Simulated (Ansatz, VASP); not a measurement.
One calculation of BaZrO3, two programs

```
Ba Zr O
1.0
     4.18150    0.00000    0.00000
     0.00000    4.18150    0.00000
     0.00000    0.00000    4.18150
Ba Zr O
1 1 3
Cartesian
  2.1084 2.0731 2.0907
  0.0000 0.0000 0.0000
  2.0907 0.0000 0.0000
  0.0000 2.0907 0.0000
  0.0000 0.0000 2.0907
```

Change from the starting cell: all Ba atoms moved +0.025 Å, as atom 1 along Cartesian [1 -1 0].

Alike in both runs: task single point; functional PBE; k mesh 6 × 6 × 6; occupations gaussian, width 0.05 eV; no spin polarisation.

```csv
,VASP,Ansatz
version,VASP 6.6.1,Ansatz 0.2.0
potentials or method,"VASP PAW PBE potentials, release 64 (Ba_sv, Zr_sv, O_h), cutoff 910 eV","scalar-relativistic, plane waves, PAW"
valence electrons in the cell,40,40
```

```csv
,VASP,Ansatz,Ansatz less VASP
gap on the k mesh at the Fermi level (eV),3.21,3.26,+0.047
least direct gap on the mesh (eV),3.42,3.44,+0.021
rms of the force components (eV/Å),0.036,0.034,-0.0020
```

Atom by atom the forces differ by 0.003 eV/Å (rms over components). With one functional, cell and mesh, what is left measures potentials, basis and numerics.

Spin-orbit coupling is off throughout. Noted on VASP's run: the cutoff is short for stress, so the pressure is rough.
